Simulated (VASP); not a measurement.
# TiB (I-4m2) in VASP: a series of runs, part 2 of 2

VASP 6.6.1. The steps go on from the part before.

### 6 Single point, PBEsol (strain +0.0450 x Voigt [0, 0, 1, 0, 0, 0])

The input, INCAR:

```
SYSTEM = TiB
ALGO = Normal
EDIFF = 1E-7
ENCUT = 520
GGA = PS
ISIF = 2
ISMEAR = 0
LASPH = .TRUE.
LCHARG = .FALSE.
LREAL = .FALSE.
LWAVE = .FALSE.
NBANDS = 14
NELM = 80
PREC = Accurate
SIGMA = 0.15
```

The input, KPOINTS:

```
k-points
0
G
  20 20 20
  0 0 0
```

The input, POSCAR:

```
TiB
1.0
    0.0000000000      2.1010000000      2.1955450000
    2.1010000000      0.0000000000      2.1955450000
    2.1010000000      2.1010000000      0.0000000000
Ti B
1 1
Direct
    0.7500000000      0.7500000000      0.7500000000
    0.0000000000      0.0000000000      0.0000000000
```

Potentials or basis: VASP PAW PBE potentials, release 64 (Ti_sv, B).

On the command line:

```bash
$ cat potpaw_PBE.64/Ti_sv/POTCAR potpaw_PBE.64/B/POTCAR > POTCAR
$ mpirun -np 1 vasp_std > vasp.out
```

OUTCAR:

```text
SYSTEM = TiB
   EDIFF = 1E-7
   ENCUT = 520
   GGA = PS
   ISIF = 2
   ISMEAR = 0
   LASPH = .TRUE.
   LREAL = .FALSE.
   NELM = 80
   PREC = Accurate

 ion  position               nearest neighbor table
   1  0.750  0.750  0.750-   2 1.85   2 1.85   2 1.85   2 1.85
   2  0.000  0.000  0.000-   1 1.85   1 1.85   1 1.85   1 1.85

  LATTYP: Found a body centered tetragonal cell.
 ALAT       =     2.9712626945
 C/A-ratio  =     1.4778531727

  Lattice vectors:

 A1 = (  -2.1010000000,   0.0000000000,   2.1955450000)
 A2 = (   2.1010000000,   0.0000000000,   2.1955450000)
 A3 = (   0.0000000000,   2.1010000000,  -2.1955450000)

Analysis of symmetry for initial positions (statically):
=====================================================================
 Subroutine PRICEL returns:
 Original cell was already a primitive cell.

 Routine SETGRP: Setting up the symmetry group for a
 body centered tetragonal supercell.

 Subroutine GETGRP returns: Found  8 space group operations
 (whereof  8 operations were pure point group operations)
 out of a pool of 16 trial point group operations.

The static configuration has the point symmetry D_2d.
[... 166 lines left out ...]
 Fermi energy:         8.7116484986

 k-point     1 :       0.0000    0.0000    0.0000
  band No.  band energies     occupation
      1     -46.0256      2.00000
      2     -22.2841      2.00000
      3     -22.2400      2.00000
      4     -22.2400      2.00000
      5      -0.2273      2.00000
      6       6.7982      2.00000
      7       6.9548      2.00000
      8       6.9548      2.00000
      9      11.5920      0.00000
     10      12.0957      0.00000
     11      20.5794      0.00000
     12      20.6074      0.00000
     13      21.2608      0.00000
     14      21.2608      0.00000
[... 377 lines left out ...]
      1     -45.9411      2.00000
      2     -22.8303      2.00000
      3     -22.3885      2.00000
      4     -22.3050      2.00000
      5       2.5313      2.00000
      6       6.0952      2.00000
      7       7.3623      2.00000
      8       7.7653      2.00000
      9      11.9276      0.00000
     10      12.4433      0.00000
     11      15.5741      0.00000
     12      18.8994      0.00000
     13      19.5817      0.00000
     14      21.2045      0.00000

 [... further k-points ...]
[... 5 lines left out ...]
  --------------------------------------------------------------------------------------
  -------------------------------------------------------------------------------------
  Total       11.0847197     11.0847197     12.0189078      0.0000000     -0.0000000     -0.0000000
  in kB      916.2433930    916.2433930    993.4617326      0.0000000     -0.0000000     -0.0000000
  external PRESSURE =     941.9828395 kB  Pullay stress =       0.0000000 kB

 VOLUME and BASIS-vectors are now :
 -----------------------------------------------------------------------------
  energy-cutoff  :      520.00
  volume of cell :       19.38
      direct lattice vectors                 reciprocal lattice vectors
     0.000000000  2.101000000  2.195545000    -0.237981913  0.237981913  0.227733888
     2.101000000  0.000000000  2.195545000     0.237981913 -0.237981913  0.227733888
     2.101000000  2.101000000  0.000000000     0.237981913  0.237981913 -0.227733888

 POSITION                                       TOTAL-FORCE (eV/Angst)
 -----------------------------------------------------------------------------------
      3.15150      3.15150      3.29332         0.000000      0.000000     -0.000000
      0.00000      0.00000      0.00000        -0.000000     -0.000000      0.000000
 -----------------------------------------------------------------------------------
    total drift:                               -0.000000     -0.000000      0.000003

  FREE ENERGIE OF THE ION-ELECTRON SYSTEM (eV)
  ---------------------------------------------------
  free  energy   TOTEN  =       -11.6542369201 eV

  energy  without entropy=      -11.6443441606  energy(sigma->0) =      -11.64929054
```

OSZICAR:

```text
N       E                     dE             d eps       ncg     rms          rms(c)
DAV:   1     0.122937250661E+03    0.12294E+03   -0.78861E+03 17964   0.130E+03
DAV:   2    -0.459860012782E+01   -0.12754E+03   -0.12109E+03 18566   0.336E+02
DAV:   3    -0.139277171419E+02   -0.93291E+01   -0.90115E+01 26882   0.851E+01
DAV:   4    -0.145009667230E+02   -0.57325E+00   -0.57220E+00 21050   0.155E+01
DAV:   5    -0.145091337600E+02   -0.81670E-02   -0.81664E-02 23944   0.185E+00    0.239E+01
DAV:   6    -0.115483118203E+02    0.29608E+01   -0.64410E+00 25436   0.405E+01    0.550E+00
DAV:   7    -0.116015225843E+02   -0.53211E-01   -0.70462E-01 18122   0.926E+00    0.481E+00
DAV:   8    -0.116498708391E+02   -0.48348E-01   -0.11942E-01 26022   0.279E+00    0.821E-01
DAV:   9    -0.116543576761E+02   -0.44868E-02   -0.10037E-02 18230   0.976E-01    0.198E-01
DAV:  10    -0.116542968372E+02    0.60839E-04   -0.19167E-03 21598   0.483E-01    0.174E-01
DAV:  11    -0.116542109597E+02    0.85878E-04   -0.33013E-04 18890   0.206E-01    0.780E-02
DAV:  12    -0.116542356639E+02   -0.24704E-04   -0.10737E-04 20324   0.113E-01    0.540E-03
DAV:  13    -0.116542366387E+02   -0.97474E-06   -0.66356E-06 20276   0.195E-02    0.261E-03
DAV:  14    -0.116542369158E+02   -0.27719E-06   -0.57506E-07 20026   0.672E-03    0.148E-03
DAV:  15    -0.116542369201E+02   -0.42353E-08   -0.37856E-08  9538   0.204E-03
   1 F= -.11654237E+02 E0= -.11649291E+02  d E =-.989276E-02
```

Run time: 1.7 min. Hardware: 1 thread of Intel Xeon 6975P-C, shared host; peak memory 0.3 GiB.

What came out:

```yaml
Free_energy: -11.6542 eV
Pressure: 94.2 GPa
```

Stress tensor (GPa, compression positive):
```
91.62  0.00  0.00
 0.00 91.62  0.00
 0.00  0.00 99.35
```

Caveat: the cell differs from its parent crystal (strain +0.0450 x Voigt [0, 0, 1, 0, 0, 0]); the PAW data sets were made with another functional, which shifts forces and pressure a little.

### 7 The runs side by side

```csv
cell,gap on the mesh (eV),pressure (GPa)
"a = 2.927, b = 2.927, c = 2.971 Å, angles 59.5, 59.5, 61.0°, 2 atoms",none,125.5
"a = 2.949, b = 2.949, c = 2.971 Å, angles 59.8, 59.8, 60.5°, 2 atoms",none,118.6
"a = 2.994, b = 2.994, c = 2.971 Å, angles 60.2, 60.2, 59.5°, 2 atoms",none,106.0
"a = 3.016, b = 3.016, c = 2.971 Å, angles 60.5, 60.5, 59.0°, 2 atoms",none,99.9
"a = 3.039, b = 3.039, c = 2.971 Å, angles 60.7, 60.7, 58.5°, 2 atoms",none,94.2
```

Alike in all rows: task single point; level PBEsol; potentials or basis VASP PAW PBE potentials, release 64 (Ti_sv, B); no spin polarisation; k mesh 20 × 20 × 20; cutoff (eV) 520; smearing gaussian 0.15 eV.

Caveats: the PAW data sets were made with another functional, which shifts forces and pressure a little.

Total energies depend on the potentials used, so only differences within one code and one set of settings carry meaning.
